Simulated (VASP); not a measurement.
# CsPbBr3 (Pm-3m) in VASP: relaxation of cell and atoms with LDA

Aim: the relaxation of cell and atoms of CsPbBr3 with LDA.

Everything below comes from runs of VASP 6.6.1. Logs are shortened: lines on timing, memory, paths and dates and some standing lists are left out, and cuts for length are marked.

**1. The cell of the first run**

Symmetry: Pm-3m, No. 221, cubic system. Conventional cell: a = 5.998 Å, b = 5.998 Å, c = 5.998 Å, α = 90.00°, β = 90.00°, γ = 90.00°. Within 5.6 Å of Cs (site symmetry m-3m) lie 12 Br at 4.24 Å and 8 Pb at 5.19 Å. Pb (site symmetry m-3m) has 6 Br at 3.00 Å within 3.9 Å. Br (site symmetry 4/mmm) has 2 Pb at 3.00 Å within 3.9 Å.

**2. Relaxation of cell and atoms, LDA**

INCAR reads:

```
SYSTEM = CsPbBr3
PREC = Accurate
ENCUT = 600
EDIFF = 1E-7
ISMEAR = 0
SIGMA = 0.02
LREAL = .FALSE.
LASPH = .TRUE.
NELM = 80
ALGO = Normal
ISIF = 3
LWAVE = .FALSE.
LCHARG = .FALSE.
GGA = CA
IBRION = 2
NSW = 70
EDIFFG = -0.005
```

KPOINTS reads:

```
Automatic mesh
0
G
  6 6 6
  0 0 0
```

POSCAR reads:

```
CsPbBr3
1.0
    5.9981178917      0.0000000000      0.0000000000
    0.0000000000      5.9981178917      0.0000000000
    0.0000000000      0.0000000000      5.9981178917
Cs Pb Br
1 1 3
Direct
    0.0000000000      0.0000000000      0.0000000000
    0.5000000000      0.5000000000      0.5000000000
    0.0000000000      0.5000000000      0.5000000000
    0.5000000000      0.0000000000      0.5000000000
    0.5000000000      0.5000000000      0.0000000000
```

Potentials or basis: VASP PAW LDA potentials, release 64 (Cs_sv, Pb_d, Br).

Launch:

```sh
$ cat potpaw_LDA.64/Cs_sv/POTCAR potpaw_LDA.64/Pb_d/POTCAR potpaw_LDA.64/Br/POTCAR > POTCAR
$ mpirun -np 1 vasp_std > vasp.out
```

OUTCAR:

```text
SYSTEM = CsPbBr3
   PREC = Accurate
   ENCUT = 600
   EDIFF = 1E-7
   ISMEAR = 0
   LREAL = .FALSE.
   LASPH = .TRUE.
   NELM = 80
   ISIF = 3
   GGA = CA
   IBRION = 2
   NSW = 70
   EDIFFG = -0.005

 ion  position               nearest neighbor table
   1  0.000  0.000  0.000-
   2  0.500  0.500  0.500-   3 3.00   4 3.00   5 3.00   5 3.00   4 3.00   3 3.00
   3  0.000  0.500  0.500-   2 3.00   2 3.00
   4  0.500  0.000  0.500-   2 3.00   2 3.00
   5  0.500  0.500  0.000-   2 3.00   2 3.00

  LATTYP: Found a simple cubic cell.
 ALAT       =     5.9981178917

  Lattice vectors:

 A1 = (   5.9981178917,   0.0000000000,   0.0000000000)
 A2 = (   0.0000000000,   5.9981178917,   0.0000000000)
 A3 = (   0.0000000000,   0.0000000000,   5.9981178917)

Analysis of symmetry for initial positions (statically):
=====================================================================
 Subroutine PRICEL returns:
 Original cell was already a primitive cell.

 Routine SETGRP: Setting up the symmetry group for a
 simple cubic supercell.

 Subroutine GETGRP returns: Found 48 space group operations
 (whereof 48 operations were pure point group operations)
 out of a pool of 48 trial point group operations.

The static configuration has the point symmetry O_h .

Analysis of symmetry for dynamics (positions and initial velocities):
=====================================================================
 Subroutine PRICEL returns:
 Original cell was already a primitive cell.

 Routine SETGRP: Setting up the symmetry group for a
 simple cubic supercell.

 Subroutine GETGRP returns: Found 48 space group operations
 (whereof 48 operations were pure point group operations)
 out of a pool of 48 trial point group operations.

The dynamic configuration has the point symmetry O_h .

 Subroutine INISYM returns: Found 48 space group operations
 (whereof 48 operations are pure point group operations),
 and found     1 'primitive' translations

----------------------------------------------------------------------------------------

                                     Primitive cell

  volume of cell :     215.7968

  direct lattice vectors                    reciprocal lattice vectors
     5.998117892  0.000000000  0.000000000     0.166718964  0.000000000  0.000000000
     0.000000000  5.998117892  0.000000000     0.000000000  0.166718964  0.000000000
     0.000000000  0.000000000  5.998117892     0.000000000  0.000000000  0.166718964

  length of vectors
     5.998117892  5.998117892  5.998117892     0.166718964  0.166718964  0.166718964

  position of ions in fractional coordinates (direct lattice)
     0.000000000  0.000000000  0.000000000
     0.500000000  0.500000000  0.500000000
     0.000000000  0.500000000  0.500000000
     0.500000000  0.000000000  0.500000000
     0.500000000  0.500000000  0.000000000

  ion indices of the primitive-cell ions
   primitive index   ion index
                 1           1
                 2           2
                 3           3
                 4           4
                 5           5

----------------------------------------------------------------------------------------

 KPOINTS: Automatic mesh

Automatic generation of k-mesh.
 Grid dimensions read from file:
 generate k-points for:    6    6    6

 Generating k-lattice:

  Cartesian coordinates                     Fractional coordinates (reciprocal lattice)
     0.027786494  0.000000000  0.000000000     0.166666667  0.000000000  0.000000000
     0.000000000  0.027786494  0.000000000     0.000000000  0.166666667  0.000000000
     0.000000000  0.000000000  0.027786494     0.000000000  0.000000000  0.166666667

  Length of vectors
     0.027786494  0.027786494  0.027786494

  Shift w.r.t. Gamma in fractional coordinates (k-lattice)
     0.000000000  0.000000000  0.000000000

 Subroutine IBZKPT returns following result:
 ===========================================

 Found     20 irreducible k-points:

 Following reciprocal coordinates:
            Coordinates               Weight
  0.000000  0.000000  0.000000      1.000000
  0.166667  0.000000  0.000000      6.000000
  0.333333  0.000000  0.000000      6.000000
  0.500000  0.000000  0.000000      3.000000
  0.166667  0.166667  0.000000     12.000000
  0.333333  0.166667  0.000000     24.000000
[... 12 lines left out ...]
  0.500000  0.500000  0.333333      6.000000
  0.500000  0.500000  0.500000      1.000000
   k-points           NKPTS =     20   k-points in BZ     NKDIM =     20   number of bands    NBANDS=     26
   number of dos      NEDOS =    301   number of ions     NIONS =      5
   total plane-waves  NPLWV = 110592
   dimension x,y,z NGX =    48 NGY =   48 NGZ =   48
   dimension x,y,z NGXF=    96 NGYF=   96 NGZF=   96
   ions per type =               1   1   3
   NGX,Y,Z   is equivalent  to a cutoff of  13.30, 13.30, 13.30 a.u.
   NGXF,Y,Z  is equivalent  to a cutoff of  26.61, 26.61, 26.61 a.u.
 SYSTEM =  CsPbBr3
   PREC   = accura    normal or accurate (medium, high low for compatibility)
   ISTART =      0    job   : 0-new  1-cont  2-samecut
   ICHARG =      2    charge: 1-file 2-atom 10-const
   ISPIN  =      1    spin polarized calculation?
   LNONCOLLINEAR =      F non collinear calculations
   LSORBIT =      F    spin-orbit coupling
   LASPH  =      T    aspherical Exc in radial PAW
   ENCUT  =  600.0 eV  44.10 Ry    6.64 a.u.  11.98 11.98 11.98*2*pi/ulx,y,z
   NELM   =     80;   NELMIN=  2; NELMDL= -5     # of ELM steps
   EDIFF  = 0.1E-06   stopping-criterion for ELM
   LREAL  =      F    real-space projection
   EDIFFG = -.5E-02   stopping-criterion for IOM
   NSW    =     70    number of steps for IOM
   IBRION =      2    ionic relax: 0-MD 1-quasi-New 2-CG
   NFREE  =      1    steps in history (QN), initial steepest desc. (CG)
   ISIF   =      3    stress and relaxation
   ISYM   =      2    0-nonsym 1-usesym 2-fastsym
   POTIM  = 0.5000    time-step for ionic-motion
   TEBEG  =    0.0;   TEEND  =   0.0 temperature during run
   PSTRESS=    0.0 pullay stress
   NELECT =      44.0000    total number of electrons
   NUPDOWN=      -1.0000    fix difference up-down
   EMIN   =  10.00;   EMAX   =-10.00  energy-range for DOS
   EFERMI =   0.00;   METHOD = LEGACY
   ISMEAR =     0;   SIGMA  =   0.02  broadening in eV -4-tet -1-fermi 0-gaus
   EFERMI_NEDOS =   21; number of points for ismear=-14 and -15
   IALGO  =     38    algorithm
   IMIX   =      4    mixing-type and parameters
     AMIX     =   0.40;   BMIX     =  1.00
     AMIX_MAG =   1.60;   BMIX_MAG =  1.00
  volume/ion in A,a.u.               =      43.16       291.25
  Fermi-wavevector in a.u.,A,eV,Ry     =   0.963557  1.820859 12.632220  0.928442
  Thomas-Fermi vector in A             =   2.093113
   LORBIT       =      0    0 simple, 1 ext, 2 COOP (PROOUT), +10 PAW based schemes
   GGA     = CA    functional components
   LHFCALC =     F    Hartree Fock is set to
   AEXX    =    0.0000 exact exchange contribution
   IVDW    =     0    specifies the selected vdW correction
   LEPSILON=     F    determine dielectric tensor
   LRPA    =     F    only Hartree local field effects (RPA)
 conjugate gradient relaxation of ions
 non-spin polarized calculation
 Gauss-broadening in eV      SIGMA  =   0.02
  energy-cutoff  :      600.00
  volume of cell :      215.80
 maximum number of plane-waves:      7248
 NGX is ok and might be reduce to    48
   NGX = 23   NGY = 23   NGZ = 23

--------------------------------------- Ionic step        1  -------------------------------------------

 number of electron      43.9999993 magnetization

 Free energy of the ion-electron system (eV)
  ---------------------------------------------------
  ext. energy  EPLUGINS =         0.00000000
  ---------------------------------------------------
  free energy    TOTEN  =       -17.66867704 eV

  energy without entropy =      -17.66867704  energy(sigma->0) =      -17.66867704

------------------------ aborting loop because EDIFF is reached ----------------------------------------

  FORCE on cell =-STRESS in cart. coord.  units (eV):
  Direction    XX          YY          ZZ          XY          YZ          ZX
  --------------------------------------------------------------------------------------
  -------------------------------------------------------------------------------------
  Total       -2.9601122     -2.9601122     -2.9601122      0.0000000      0.0000000     -0.0000000
  in kB      -21.9772708    -21.9772708    -21.9772708      0.0000000      0.0000000     -0.0000000
  external PRESSURE =     -21.9772708 kB  Pullay stress =       0.0000000 kB

 VOLUME and BASIS-vectors are now :
 -----------------------------------------------------------------------------
  energy-cutoff  :      600.00
  volume of cell :      215.80
      direct lattice vectors                 reciprocal lattice vectors
     5.998117892  0.000000000  0.000000000     0.166718964  0.000000000  0.000000000
     0.000000000  5.998117892  0.000000000     0.000000000  0.166718964  0.000000000
     0.000000000  0.000000000  5.998117892     0.000000000  0.000000000  0.166718964

 POSITION                                       TOTAL-FORCE (eV/Angst)
 -----------------------------------------------------------------------------------
      0.00000      0.00000      0.00000         0.000000      0.000000      0.000000
      2.99906      2.99906      2.99906         0.000000      0.000000      0.000000
      0.00000      2.99906      2.99906         0.000000      0.000000      0.000000
      2.99906      0.00000      2.99906         0.000000      0.000000      0.000000
      2.99906      2.99906      0.00000         0.000000      0.000000      0.000000
 -----------------------------------------------------------------------------------
    total drift:                                0.000000     -0.000000     -0.000000

  FREE ENERGIE OF THE ION-ELECTRON SYSTEM (eV)
  ---------------------------------------------------
  free  energy   TOTEN  =       -17.6686770417 eV
[... 104 lines left out ...]
 POSITION                                       TOTAL-FORCE (eV/Angst)
 -----------------------------------------------------------------------------------
      0.00000      0.00000      0.00000         0.000000      0.000000      0.000000
      2.88656      2.88656      2.88656        -0.000000      0.000000      0.000000
      0.00000      2.88656      2.88656         0.000000      0.000000      0.000000
      2.88656      0.00000      2.88656         0.000000      0.000000      0.000000
      2.88656      2.88656      0.00000         0.000000      0.000000      0.000000
 -----------------------------------------------------------------------------------
    total drift:                                0.000000     -0.000000     -0.000000

  FREE ENERGIE OF THE ION-ELECTRON SYSTEM (eV)
  ---------------------------------------------------
  free  energy   TOTEN  =       -17.8460172252 eV

  energy  without entropy=      -17.8460172252  energy(sigma->0) =      -17.84601723

--------------------------------------- Ionic step        5  -------------------------------------------

 number of electron      44.0000013 magnetization

 Free energy of the ion-electron system (eV)
  ---------------------------------------------------
  ext. energy  EPLUGINS =         0.00000000
  ---------------------------------------------------
  free energy    TOTEN  =       -17.84603648 eV

  energy without entropy =      -17.84603648  energy(sigma->0) =      -17.84603648

 E-fermi :   1.8343     XC(G=0):  -8.2608

 val. band max:        1.7549763703   @ k =   0.5000   0.5000   0.5000
 cond. band min:       2.9002570081   @ k =   0.5000   0.5000   0.5000
 fundamental gap:      1.1452806378
 Fermi energy:         1.8343172098

 k-point     1 :       0.0000    0.0000    0.0000
  band No.  band energies     occupation
      1     -19.8726      2.00000
      2     -15.3338      2.00000
      3     -15.3338      2.00000
      4     -15.1037      2.00000
      5     -15.1037      2.00000
      6     -15.1037      2.00000
[... 18 lines left out ...]
     25       5.2501      0.00000
     26       6.0819      0.00000

 k-point     2 :       0.1667    0.0000    0.0000
  band No.  band energies     occupation
      1     -19.8722      2.00000
      2     -15.3337      2.00000
      3     -15.3126      2.00000
      4     -15.1040      2.00000
      5     -15.1040      2.00000
      6     -15.1037      2.00000
[... 553 lines left out ...]
 VOLUME and BASIS-vectors are now :
 -----------------------------------------------------------------------------
  energy-cutoff  :      600.00
  volume of cell :      192.60
      direct lattice vectors                 reciprocal lattice vectors
     5.774982046  0.000000000  0.000000000     0.173160712 -0.000000000 -0.000000000
     0.000000000  5.774982046 -0.000000000    -0.000000000  0.173160712  0.000000000
     0.000000000 -0.000000000  5.774982046    -0.000000000  0.000000000  0.173160712

 POSITION                                       TOTAL-FORCE (eV/Angst)
 -----------------------------------------------------------------------------------
      0.00000      5.77498     -0.00000         0.000000      0.000000      0.000000
      2.88749      2.88749      2.88749        -0.000000     -0.000000      0.000000
      0.00000      2.88749      2.88749         0.000000      0.000000      0.000000
      2.88749      5.77498      2.88749        -0.000000      0.000000      0.000000
      2.88749      2.88749      0.00000         0.000000      0.000000      0.000000
 -----------------------------------------------------------------------------------
    total drift:                                0.000000     -0.000000     -0.000000

  FREE ENERGIE OF THE ION-ELECTRON SYSTEM (eV)
  ---------------------------------------------------
  free  energy   TOTEN  =       -17.8460364796 eV

  energy  without entropy=      -17.8460364796  energy(sigma->0) =      -17.84603648

 reached required accuracy - stopping structural energy minimisation
```

It took 4.3 min on 1 thread of Intel Xeon Platinum 8488C (Sapphire Rapids), shared host; peak memory 0.36 GiB.

What came out:

```yaml
Free_energy: -17.8460 eV
Relaxed_volume: 38.52 Å³/atom
Relaxed_cell: a = 5.775 Å, b = 5.775 Å, c = 5.775 Å, α = 90.00°, β = 90.00°, γ = 90.00°
Space_group_after_relaxing_to_0.1_Å: Pm-3m (No. 221)
Energy_gained_by_relaxing: 35.5 meV/atom
Ionic_steps: 5
Pressure_after_relaxing: 0.0 GPa
Band_gap_on_the_k_mesh: 1.15 eV
```

Step by step:
```csv
step,energy change (eV),largest force (eV/Å),pressure (GPa),volume (Å³)
1,0.0000,0.0000,-2.20,215.80
2,-0.1668,0.0000,-0.64,197.83
3,-0.1773,0.0000,-0.03,192.85
4,-0.1773,0.0000,0.03,192.41
5,-0.1774,0.0000,0.00,192.60
```

Final structure:
```cif
data_structure
_symmetry_space_group_name_H-M 'P 1'
_symmetry_Int_Tables_number 1
_cell_length_a 5.7750
_cell_length_b 5.7750
_cell_length_c 5.7750
_cell_angle_alpha 90.000
_cell_angle_beta 90.000
_cell_angle_gamma 90.000
_cell_volume 192.60
loop_
_atom_site_label
_atom_site_type_symbol
_atom_site_fract_x
_atom_site_fract_y
_atom_site_fract_z
_atom_site_occupancy
Cs1 Cs 0.00000 0.00000 0.00000 1
Pb1 Pb 0.50000 0.50000 0.50000 1
Br1 Br 0.00000 0.50000 0.50000 1
Br2 Br 0.50000 0.00000 0.50000 1
Br3 Br 0.50000 0.50000 0.00000 1
```

Levels at points of the mesh, in eV from the valence-band top:
```csv
k point,band 19,band 20,band 21,band 22,band 23,band 24,band 25,band 26
"(0.00, 0.00, 0.00)",-2.52,-2.37,-2.37,-2.37,2.41,3.50,3.50,4.33
"(0.50, 0.00, 0.00)",-2.68,-2.51,-2.51,-1.62,2.33,3.96,4.55,4.64
"(0.50, 0.50, 0.00)",-2.78,-2.58,-1.98,-0.80,1.78,1.78,4.66,4.72
"(0.50, 0.50, 0.50)",-1.97,-1.97,-1.97,0.00,1.15,1.15,1.15,3.94
```

Caveat: spin-orbit coupling is left out, which moves the levels of the heavy elements.
